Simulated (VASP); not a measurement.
**TiO2: relaxation of shape and atoms at fixed volume with PBE+U**

Crystal: TiO2.

```
Ti O
1.0
     2.74459   -2.74467   -0.02026
     2.74459    2.74467   -0.02026
    -2.70665    0.00000    5.03288
Ti O
2 4
Direct
  0.12501 0.87499 0.25000
  0.87499 0.12501 0.75000
  0.32853 0.07857 0.65705
  0.67147 0.92143 0.34295
  0.92143 0.67147 0.84295
  0.07857 0.32853 0.15705
```

* Program: VASP 6.6.1
* Task: relaxation of shape and atoms at fixed volume
* Functional: PBE
* Potentials or basis: VASP PAW PBE potentials, release 64 (Ti_sv, O)
* Cutoff: 600 eV
* k mesh: 6 × 6 × 6
* Occupations: gaussian, width 0.02 eV
* Spin: no spin polarisation
* Hubbard terms: Ti d U = 4.0 eV
* Dipole correction: no
* Further INCAR settings: ALGO = Normal; EDIFF = 1e-06; IBRION = 2; EDIFFG = -0.01; NSW = 50; ISIF = 4

```yaml
Energy_gained_by_relaxing: 0.3 meV/atom
Ionic_steps: 6
Pressure_after_relaxing: -6.6 GPa
Band_gap_on_the_k_mesh: 2.59 eV (least direct gap 2.79 eV)
```

Forces in eV/Å, atoms in the order of the input:
```
Ti   0.000  0.000  0.000
Ti   0.000  0.000  0.000
O   -0.001  0.000  0.002
O    0.001  0.000 -0.002
O    0.001  0.000 -0.002
O   -0.001  0.000  0.002
```

The path:
| step | energy change (eV) | largest force (eV/Å) | pressure (GPa) | volume (Å³) |
| --- | --- | --- | --- | --- |
| 1 | 0.0000 | 0.0067 | -6.47 | 75.52 |
| 2 | -0.0009 | 0.0333 | -6.42 | 75.52 |
| 3 | -0.0009 | 0.0528 | -6.40 | 75.52 |
| 4 | -0.0009 | 0.0490 | -6.41 | 75.52 |
| 5 | -0.0013 | 0.0312 | -6.49 | 75.52 |
| 6 | -0.0016 | 0.0024 | -6.64 | 75.52 |

Final structure:
```
Ti O
1.0
     2.75344   -2.75351   -0.02054
     2.75344    2.75351   -0.02054
    -2.71613    0.00000    5.00101
Ti O
2 4
Cartesian
  2.0744 2.0651 1.2297
  0.7163 -2.0651 3.7302
  -0.6637 -0.6883 3.2835
  3.4545 0.6883 1.6764
  2.0964 -0.6883 4.1769
  0.6944 0.6883 0.7830
```

Levels at points of the mesh, in eV from the valence-band top:
```csv
k point,band 21,band 22,band 23,band 24,band 25,band 26,band 27,band 28
"(0.00, 0.00, 0.00)",-0.70,-0.70,-0.26,-0.26,2.59,3.19,4.20,4.20
"(0.50, 0.00, 0.00)",-1.53,-0.83,-0.67,-0.60,3.50,3.66,3.77,3.77
"(0.50, 0.50, 0.00)",-1.71,-1.71,-0.01,-0.01,3.49,3.49,3.88,3.88
"(0.00, 0.00, 0.50)",-1.13,-1.13,-0.02,-0.02,2.88,2.88,3.99,3.99
"(0.50, 0.00, 0.50)",-1.53,-0.83,-0.67,-0.60,3.50,3.66,3.76,3.77
"(0.50, 0.50, 0.50)",-1.71,-1.71,-0.01,-0.01,3.49,3.49,3.88,3.88
```

Eigenvalues of the final occupation matrices:
| site | spin | trace | eigenvalues |
| --- | --- | --- | --- |
| site 1 d | 1 | 0.76 | 0.10 0.10 0.10 0.23 0.24 |
| site 1 d | 2 | 0.76 | 0.10 0.10 0.10 0.23 0.24 |
| site 2 d | 1 | 0.76 | 0.10 0.10 0.10 0.23 0.24 |
| site 2 d | 2 | 0.76 | 0.10 0.10 0.10 0.23 0.24 |

Run time: 5.1 min on 1 thread of Oxide Virtual Turin-like Processor, on a shared host, peak memory 0.28 GiB.

A k mesh can miss the band edges.
